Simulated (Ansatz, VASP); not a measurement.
Two plane-wave programs on Cd

```
CELL_PARAMETERS angstrom
-1.81109 1.81109 1.78432
1.81109 -1.81109 1.78432
1.81109 1.81109 -1.78432
ATOMIC_POSITIONS crystal
Cd 0.00000 0.00000 0.00000
```

Change from the starting cell: strain +0.0150 x Voigt [1, 1, 0, 0, 0, 0], atoms carried along.

Alike in both runs: task single point; functional r2SCAN; k mesh 18 × 18 × 18; occupations gaussian, width 0.15 eV; no spin polarisation.

|  | VASP | Ansatz |
| --- | --- | --- |
| version | VASP 6.6.1 | Ansatz 0.2.0 |
| potentials or method | VASP PAW PBE potentials, release 64 (Cd), cutoff 520 eV | scalar-relativistic, plane waves, PAW |
| valence electrons in the cell | 12 | 20 |

```csv
,VASP,Ansatz,Ansatz less VASP
gap on the k mesh at the Fermi level (eV),none,none,-
pressure (GPa),-2.1,-2.3,-0.21
"traceless stress, the component that is largest in VASP (GPa)",-0.43,-0.43,-0.002
```

VASP's potentials were made for PBE, not for r2SCAN. A gap of «none» marks a metal or a gap that the smearing closes. VASP's potentials hold 12 valence electrons a cell and Ansatz's 20, so a difference there can come from the potentials and not from the codes.
